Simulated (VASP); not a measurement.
A run of VASP 6.6.1 is set up as follows.

Contents of INCAR:

```
SYSTEM = La3AlC
  PREC = Accurate
  ENCUT = 600
  EDIFF = 1E-6
  ISMEAR = -1
  SIGMA = 0.01
  LREAL = .FALSE.
  LASPH = .TRUE.
  NELM = 200
  ALGO = Normal
  ISIF = 2
  LWAVE = .FALSE.
  LCHARG = .FALSE.
  GGA = CA
  NBANDS = 96
  GGA_COMPAT = .FALSE.
  LMAXMIX = 6
```

File KPOINTS:

```
Automatic mesh
0
G
  1 1 2
  0 0 0
```

File POSCAR:

```
La3AlC
1.0
   10.4102620000      0.0000000000      0.0000000000
    0.0000000000     10.4102620000      0.0000000000
    0.0000000000      0.0000000000      5.2051310000
La Al C
12 4 4
Direct
    0.2500000000      0.2500000000      0.0000000000
    0.2500000000      0.0000000000      0.5000000000
    0.0000000000      0.2500000000      0.5000000000
    0.2500000000      0.7500000000      0.0000000000
    0.2500000000      0.5000000000      0.5000000000
    0.0000000000      0.7500000000      0.5000000000
    0.7500000000      0.2500000000      0.0000000000
    0.7500000000      0.0000000000      0.5000000000
    0.5000000000      0.2500000000      0.5000000000
    0.7500000000      0.7500000000      0.0000000000
    0.7500000000      0.5000000000      0.5000000000
    0.5000000000      0.7500000000      0.5000000000
    0.0000000000      0.0000000000      0.0000000000
    0.0000000000      0.5000000000      0.0000000000
    0.5000000000      0.0000000000      0.0000000000
    0.5000000000      0.5000000000      0.0000000000
    0.2500000000      0.2500000000      0.5000000000
    0.2500000000      0.7500000000      0.5000000000
    0.7500000000      0.2500000000      0.5000000000
    0.7500000000      0.7500000000      0.5000000000
```

Potentials or basis: VASP PAW LDA potentials, release 64 (La, Al, C).

Launch:

```sh
$ cat potpaw_LDA.64/La/POTCAR potpaw_LDA.64/Al/POTCAR potpaw_LDA.64/C/POTCAR > POTCAR
$ mpirun -np 1 vasp_std > vasp.out
```

(1) Predict the band gap on the k mesh.

(2) What does it give for the pressure?

Answers

(1) zero (bands 80 and 81 overlap by 0.17 eV).

(2) -5.8 GPa.

Caveat: the k points lie up to 0.60 Å⁻¹ apart; spin-orbit coupling is left out, which moves the levels of the heavy elements.
